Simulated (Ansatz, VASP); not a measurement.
## Gd: VASP beside Ansatz

```
CELL_PARAMETERS angstrom
-1.85098 1.85098 1.85098
1.85098 -1.85098 1.85098
1.85098 1.85098 -1.85098
ATOMIC_POSITIONS crystal
Gd 0.00000 0.00000 0.00000
```

Change from the starting cell: volume scaled by 0.76, PAW files.

Alike in both runs: task single point; functional PBE; k mesh 15 × 15 × 15; occupations fermi-dirac, width 0.08 eV; collinear spin.

```csv
,VASP,Ansatz
version,VASP 6.6.1,Ansatz 0.2.0
potentials or method,"VASP PAW PBE potentials, release 64 (Gd)","PAW with Ansatz's default frozen-core files, scalar-relativistic"
plane-wave cutoff (eV),520,420
valence electrons in the cell,18,18
```

```csv
,VASP,Ansatz,Ansatz less VASP
pressure (GPa),13.9,13.8,-0.14
net moment per atom (μB),7.56,7.56,-0.002
size of the moment on the site where the two differ most (μB),7.02,7.28,+0.265
```

Site moments also hang on the region over which each program counts them.

Neither program's run includes spin-orbit coupling.
